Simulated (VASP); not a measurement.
# H14CO8 in VASP: notebook, part 2 of 2

VASP 6.6.1.

## 5. Single point, PBE

The input, INCAR:

```
SYSTEM = H14CO8
PREC     = Accurate       ! precision mode
ENCUT    = 520            ! plane-wave cutoff, eV
EDIFF    = 1E-7           ! SCF threshold, eV
ISMEAR   = -1             ! smearing method
SIGMA    = 0.02           ! smearing width, eV
LREAL    = Auto         
LASPH    = .True.         ! aspherical terms in the spheres
NELM     = 60             ! most SCF steps
ALGO     = Normal         ! electronic algorithm
ISIF     = 2              ! what is computed and relaxed
LWAVE    = .False.        ! write WAVECAR
LCHARG   = .False.        ! write CHGCAR
GGA      = PE             ! functional
NBANDS   = 50             ! bands
```

The input, KPOINTS:

```
Automatic mesh
0
Gamma
  1 1 1
  0 0 0
```

The input, POSCAR:

```
H14CO8
1.0
    6.0248970000      0.0000000000      0.0000000000
    0.0000000000      6.0248970000      0.0000000000
    0.0000000000      0.0000000000      6.0248970000
O H C
8 14 1
Direct
    0.4949960140      0.9811122082      0.8337071986
    0.8356159450      0.0897608706      0.4947470471
    0.8638321950      0.4118078699      0.7733908148
    0.3078558853      0.2068749059      0.3960565633
    0.2173149184      0.6057364964     -0.1251971610
    0.0391210007     -0.0869890390      1.0666074457
    0.5841759618      0.6170561920      0.5062825140
    0.7557473597      0.5757608802      0.1760859978
    0.6490733369      0.9525640023      0.8383213854
    0.4783318287      1.1309902891      0.7938061016
    0.8058395023      0.1960863397      0.6277285736
    0.9194348053      0.1700112052      0.3770520890
    0.9969299060      0.3952598692      0.8505207641
    0.7306514950      0.4190611059      0.8621724156
    0.3012997567      0.1193049441      0.5243243162
    0.3203374265      0.1052632103      0.2758055449
    0.1275540478      0.7452907494     -0.1068234030
    0.3044367397      0.6295045376     -0.2644194581
   -0.0998025360      0.0111039243      1.0633210825
    0.0186227250     -0.2257797934      1.1655137009
    0.4656013207      0.5274944949      0.4349119993
    0.9364641420      0.6294215486      0.4509122729
    0.7664197413      0.6069149398      0.3772512626
```

Potentials or basis: VASP PAW PBE potentials, release 64 (O, H, C).

Run with:

```
cat potpaw_PBE.64/O/POTCAR potpaw_PBE.64/H/POTCAR potpaw_PBE.64/C/POTCAR > POTCAR
mpirun -np 1 vasp_gam > vasp.out
```

OUTCAR:

```text
SYSTEM = H14CO8
   PREC = Accurate
   ENCUT = 520
   EDIFF = 1E-7
   ISMEAR = -1
   LREAL = Auto
   LASPH = .True.
   NELM = 60
   ISIF = 2
   GGA = PE

 ion  position               nearest neighbor table
   1  0.495  0.981  0.834-  10 0.94   9 0.94
   2  0.836  0.090  0.495-  12 1.00  11 1.04
   3  0.864  0.412  0.773-  13 0.93  14 0.97
   4  0.308  0.207  0.396-  15 0.94  16 0.95
   5  0.217  0.606  0.875-  18 1.00  17 1.01
   6  0.039  0.913  0.067-  19 1.02  20 1.03
   7  0.584  0.617  0.506-  21 0.99  23 1.35
   8  0.756  0.576  0.176-  23 1.23
   9  0.649  0.953  0.838-   1 0.94
  10  0.478  0.131  0.794-   1 0.94
  11  0.806  0.196  0.628-   2 1.04
  12  0.919  0.170  0.377-   2 1.00
  13  0.997  0.395  0.851-   3 0.93
  14  0.731  0.419  0.862-   3 0.97
  15  0.301  0.119  0.524-   4 0.94
  16  0.320  0.105  0.276-   4 0.95
  17  0.128  0.745  0.893-   5 1.01
  18  0.304  0.630  0.736-   5 1.00
  19  0.900  0.011  0.063-   6 1.02
  20  0.019  0.774  0.166-   6 1.03
  21  0.466  0.527  0.435-   7 0.99
  22  0.936  0.629  0.451-  23 1.12
  23  0.766  0.607  0.377-  22 1.12   8 1.23   7 1.35

  LATTYP: Found a simple cubic cell.
 ALAT       =     6.0248970000

  Lattice vectors:

 A1 = (   6.0248970000,   0.0000000000,   0.0000000000)
 A2 = (   0.0000000000,   6.0248970000,   0.0000000000)
 A3 = (   0.0000000000,   0.0000000000,   6.0248970000)

Analysis of symmetry for initial positions (statically):
=====================================================================
 Subroutine PRICEL returns:
 Original cell was already a primitive cell.

 Routine SETGRP: Setting up the symmetry group for a
 simple cubic supercell.

 Subroutine GETGRP returns: Found  1 space group operations
 (whereof  1 operations were pure point group operations)
 out of a pool of 48 trial point group operations.

The static configuration has the point symmetry C_1 .

Analysis of symmetry for dynamics (positions and initial velocities):
=====================================================================
 Subroutine PRICEL returns:
 Original cell was already a primitive cell.

 Routine SETGRP: Setting up the symmetry group for a
 simple cubic supercell.

 Subroutine GETGRP returns: Found  1 space group operations
 (whereof  1 operations were pure point group operations)
 out of a pool of 48 trial point group operations.

The dynamic configuration has the point symmetry C_1 .

 Subroutine INISYM returns: Found  1 space group operations
 (whereof  1 operations are pure point group operations),
 and found     1 'primitive' translations

----------------------------------------------------------------------------------------

                                     Primitive cell

  volume of cell :     218.7000

  direct lattice vectors                    reciprocal lattice vectors
     6.024897000  0.000000000  0.000000000     0.165977941  0.000000000  0.000000000
     0.000000000  6.024897000  0.000000000     0.000000000  0.165977941  0.000000000
     0.000000000  0.000000000  6.024897000     0.000000000  0.000000000  0.165977941

  length of vectors
     6.024897000  6.024897000  6.024897000     0.165977941  0.165977941  0.165977941

  position of ions in fractional coordinates (direct lattice)
     0.494996014  0.981112208  0.833707199
     0.835615945  0.089760871  0.494747047
     0.863832195  0.411807870  0.773390815
     0.307855885  0.206874906  0.396056563
     0.217314918  0.605736496  0.874802839
     0.039121001  0.913010961  0.066607446
[... 15 lines left out ...]
     0.936464142  0.629421549  0.450912273
     0.766419741  0.606914940  0.377251263

  ion indices of the primitive-cell ions
   primitive index   ion index
                 1           1
                 2           2
                 3           3
                 4           4
                 5           5
                 6           6
[... 15 lines left out ...]
                22          22
                23          23

----------------------------------------------------------------------------------------

 KPOINTS: Automatic mesh

Automatic generation of k-mesh.
 Grid dimensions read from file:
 generate k-points for:    1    1    1

 Generating k-lattice:

  Cartesian coordinates                     Fractional coordinates (reciprocal lattice)
     0.165977941  0.000000000  0.000000000     1.000000000  0.000000000  0.000000000
     0.000000000  0.165977941  0.000000000     0.000000000  1.000000000  0.000000000
     0.000000000  0.000000000  0.165977941     0.000000000  0.000000000  1.000000000

  Length of vectors
     0.165977941  0.165977941  0.165977941

  Shift w.r.t. Gamma in fractional coordinates (k-lattice)
     0.000000000  0.000000000  0.000000000

 Subroutine IBZKPT returns following result:
 ===========================================

 Found      1 irreducible k-points:

 Following reciprocal coordinates:
            Coordinates               Weight
  0.000000  0.000000  0.000000      1.000000
   k-points           NKPTS =      1   k-points in BZ     NKDIM =      1   number of bands    NBANDS=     50
   number of dos      NEDOS =    301   number of ions     NIONS =     23
   total plane-waves  NPLWV = 110592
   dimension x,y,z NGX =    48 NGY =   48 NGZ =   48
   dimension x,y,z NGXF=    96 NGYF=   96 NGZF=   96
   ions per type =               8  14   1
   NGX,Y,Z   is equivalent  to a cutoff of  13.24, 13.24, 13.24 a.u.
   NGXF,Y,Z  is equivalent  to a cutoff of  26.49, 26.49, 26.49 a.u.
 SYSTEM =  H14CO8
   PREC   = accura    normal or accurate (medium, high low for compatibility)
   ISTART =      0    job   : 0-new  1-cont  2-samecut
   ICHARG =      2    charge: 1-file 2-atom 10-const
   ISPIN  =      1    spin polarized calculation?
   LNONCOLLINEAR =      F non collinear calculations
   LSORBIT =      F    spin-orbit coupling
   LASPH  =      T    aspherical Exc in radial PAW
   ENCUT  =  520.0 eV  38.22 Ry    6.18 a.u.  11.20 11.20 11.20*2*pi/ulx,y,z
   NELM   =     60;   NELMIN=  2; NELMDL= -5     # of ELM steps
   EDIFF  = 0.1E-06   stopping-criterion for ELM
   LREAL  =      T    real-space projection
   EDIFFG = 0.1E-05   stopping-criterion for IOM
   NSW    =      0    number of steps for IOM
   IBRION =     -1    ionic relax: 0-MD 1-quasi-New 2-CG
   NFREE  =      0    steps in history (QN), initial steepest desc. (CG)
   ISIF   =      2    stress and relaxation
   ISYM   =      2    0-nonsym 1-usesym 2-fastsym
   POTIM  = 0.5000    time-step for ionic-motion
   TEBEG  =    0.0;   TEEND  =   0.0 temperature during run
   PSTRESS=    0.0 pullay stress
   NELECT =      66.0000    total number of electrons
   NUPDOWN=      -1.0000    fix difference up-down
   EMIN   =  10.00;   EMAX   =-10.00  energy-range for DOS
   EFERMI =   0.00;   METHOD = LEGACY
   ISMEAR =    -1;   SIGMA  =   0.02  broadening in eV -4-tet -1-fermi 0-gaus
   EFERMI_NEDOS =   21; number of points for ismear=-14 and -15
   IALGO  =     38    algorithm
   IMIX   =      4    mixing-type and parameters
     AMIX     =   0.40;   BMIX     =  1.00
     AMIX_MAG =   1.60;   BMIX_MAG =  1.00
  volume/ion in A,a.u.               =       9.51        64.17
  Fermi-wavevector in a.u.,A,eV,Ry     =   1.098095  2.075098 16.406072  1.205812
  Thomas-Fermi vector in A             =   2.234466
   LORBIT       =      0    0 simple, 1 ext, 2 COOP (PROOUT), +10 PAW based schemes
   GGA     = PE    functional components
   LHFCALC =     F    Hartree Fock is set to
   AEXX    =    0.0000 exact exchange contribution
   IVDW    =     0    specifies the selected vdW correction
   LEPSILON=     F    determine dielectric tensor
   LRPA    =     F    only Hartree local field effects (RPA)
 non-spin polarized calculation
  energy-cutoff  :      520.00
  volume of cell :      218.70
 maximum number of plane-waves:      2944
 NGX is ok and might be reduce to    48
   NGX = 23   NGY = 23   NGZ = 23

 number of electron      65.9999998 magnetization

 Free energy of the ion-electron system (eV)
  ---------------------------------------------------
  ext. energy  EPLUGINS =         0.00000000
  ---------------------------------------------------
  free energy    TOTEN  =      -114.94890420 eV

  energy without entropy =     -114.94890420  energy(sigma->0) =     -114.94890420

 E-fermi :  -1.8060     XC(G=0):  -7.3425

 val. band max:       -2.3716351617   @ k =   0.0000   0.0000   0.0000
 cond. band min:       1.5754415576   @ k =   0.0000   0.0000   0.0000
 fundamental gap:      3.9470767192
 Fermi energy:        -1.8060186937

 k-point     1 :       0.0000    0.0000    0.0000
  band No.  band energies     occupation
      1     -24.2695      2.00000
      2     -22.1507      2.00000
      3     -22.1033      2.00000
      4     -21.9380      2.00000
      5     -21.8541      2.00000
      6     -21.6344      2.00000
[... 37 lines left out ...]
     44       7.2125      0.00000
     45       7.6079      0.00000
 [bands above 45 left out]

------------------------ aborting loop because EDIFF is reached ----------------------------------------

  FORCE on cell =-STRESS in cart. coord.  units (eV):
  Direction    XX          YY          ZZ          XY          YZ          ZX
  --------------------------------------------------------------------------------------
  -------------------------------------------------------------------------------------
  Total        2.8669981      2.0692936      4.7651660      1.1777099      1.6188445      1.1798722
  in kB       21.0033760     15.1594627     34.9091874      8.6277994     11.8595124      8.6436400
  external PRESSURE =      23.6906754 kB  Pullay stress =       0.0000000 kB

 VOLUME and BASIS-vectors are now :
 -----------------------------------------------------------------------------
  energy-cutoff  :      520.00
  volume of cell :      218.70
      direct lattice vectors                 reciprocal lattice vectors
     6.024897000  0.000000000  0.000000000     0.165977941  0.000000000  0.000000000
     0.000000000  6.024897000  0.000000000     0.000000000  0.165977941  0.000000000
     0.000000000  0.000000000  6.024897000     0.000000000  0.000000000  0.165977941

 POSITION                                       TOTAL-FORCE (eV/Angst)
 -----------------------------------------------------------------------------------
      2.98230      5.91110      5.02300        -1.380438     -1.022542      0.699390
      5.03450      0.54080      2.98080        -0.191825      0.164844      0.101165
      5.20450      2.48110      4.65960        -2.916324     -0.827823     -2.008496
      1.85480      1.24640      2.38620        -0.020904      2.377385     -0.795694
      1.30930      3.64950      5.27060         1.078732     -0.319665     -1.455301
      0.23570      5.50080      0.40130        -1.292320      0.558462      1.076089
[... 15 lines left out ...]
      5.64210      3.79220      2.71670        -0.996527      0.192316      0.746778
      4.61760      3.65660      2.27290        -0.284662      0.000288     -0.789636
 -----------------------------------------------------------------------------------
    total drift:                                0.007385     -0.008088     -0.003590

  FREE ENERGIE OF THE ION-ELECTRON SYSTEM (eV)
  ---------------------------------------------------
  free  energy   TOTEN  =      -114.9489042026 eV

  energy  without entropy=     -114.9489042026  energy(sigma->0) =     -114.94890420
```

Wall time 45 s (1 thread of AMD EPYC 7R13, shared host); peak memory 0.28 GiB.

Results:

```yaml
Free_energy: -114.9489 eV
Pressure: 2.4 GPa
Largest_force: 3.637 eV/Å
```

Forces in eV/Å, atoms in the order of the input:
```
O   -1.380 -1.023  0.699
O   -0.192  0.165  0.101
O   -2.916 -0.828 -2.008
O   -0.021  2.377 -0.796
O    1.079 -0.320 -1.455
O   -1.292  0.558  1.076
O    0.346 -0.330  0.228
O    0.043 -0.329  0.213
H    1.346 -0.442 -0.320
H    0.014  1.681 -0.309
H    1.135 -0.399 -1.864
H   -0.341 -0.218  1.342
H    2.082  0.393  1.731
H    0.266  0.504  0.878
H   -0.131 -1.278  1.508
H    0.121 -0.711 -1.014
H    0.560 -0.423 -0.156
H   -0.486  0.013  1.415
H    1.483 -1.701  0.548
H   -0.586  2.144 -1.379
H    0.153 -0.027 -0.394
H   -0.997  0.192  0.747
C   -0.285  0.000 -0.790
```

Caveat: the k points lie up to 1.04 Å⁻¹ apart; the atoms stand as in a frame of molecular dynamics.

## 6. Overview

```tsv
cell	pressure (GPa)	largest force (eV/Å)
as given, atomic positions A	1.1	4.29
as given, atomic positions B	1.7	4.75
as given, atomic positions C	-0.3	3.97
as given, atomic positions D	2.4	3.64
```

Alike in all rows: task single point; level PBE; potentials or basis VASP PAW PBE potentials, release 64 (O, H, C); no spin polarisation; k mesh 1 × 1 × 1; cutoff (eV) 520; smearing fermi-dirac 0.02 eV.

Caveats: all runs use coarse meshes; the atoms stand as in a frame of molecular dynamics (at least some runs).

Total energies depend on the potentials used, so only differences within one code and one set of settings carry meaning.
